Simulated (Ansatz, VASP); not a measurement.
## Two plane-wave programs on Ca2O

Contents of INCAR:

```
PREC = Accurate
ENCUT = 600
EDIFF = 1E-6
ISMEAR = 0
SIGMA = 0.1
LREAL = F
LASPH = T
NELM = 100
ALGO = Normal
ISIF = 3
LWAVE = F
LCHARG = F
GGA = PE
IBRION = 2
NSW = 100
EDIFFG = -0.01
```

KPOINTS

```
regular mesh
0
Gamma
  12 12 8
```

Contents of POSCAR:

```
Ca2O
1.0
    3.7807258588      0.0000000000      0.0000000000
    0.0000000000      3.7807258588      0.0000000000
    0.0000000000      0.0000000000      5.7541007372
Ca O
2 1
Direct
    0.0000000000      0.5000000000      0.7153778347
    0.5000000000      0.0000000000      0.2846221653
    0.5000000000      0.5000000000      0.5000000000
```

Input for Ansatz:

```yaml
crystal:
  lattice:
    - [3.7807258588, 0.0, 0.0]
    - [0.0, 3.7807258588, 0.0]
    - [0.0, 0.0, 5.7541007372]
  atoms:
    - { symbol: Ca, position: [0.0, 0.5, 0.7153778347] }
    - { symbol: Ca, position: [0.5, 0.0, 0.2846221653] }
    - { symbol: O, position: [0.5, 0.5, 0.5] }
basis:
  ecutwfc: 420
kpoints:
  mp_grid: { grid: [12, 12, 8] }
hamiltonian:
  xc: pbe
scf:
  occupations: { method: gaussian, width: 0.1 }
output:
  forces: true
  stress: true
  eigenvalues: true
  write_density: true
  write_potential: true
  elf: true
  volumetric_format: npy
relax:
  adjacent_minimum: "off"
  f_tol: 0.01
  max_steps: 80
  cell: { stress_tol: 0.05 }
```

Alike in both runs: task relaxation of cell and atoms; functional PBE; k mesh 12 × 12 × 8; occupations gaussian, width 0.1 eV; no spin polarisation.

|  | VASP | Ansatz |
| --- | --- | --- |
| version | VASP 6.6.1 | Ansatz 0.2.0 |
| potentials or method | VASP PAW PBE potentials, release 64 (Ca_sv, O), cutoff 600 eV | scalar-relativistic, plane waves, PAW |
| valence electrons in the cell | 26 | 26 |

|  | VASP | Ansatz | Ansatz less VASP |
| --- | --- | --- | --- |
| gap on the k mesh at the Fermi level, each at its own relaxed structure (eV) | none | none | - |
| relaxed volume (Å³/atom) | 27.49 | 27.46 | -0.025 |
| relaxed cell length with the largest relative difference (Å) | 5.776 | 5.769 | -0.0064 |

A gap of «none» marks a metal or a gap that the smearing closes.
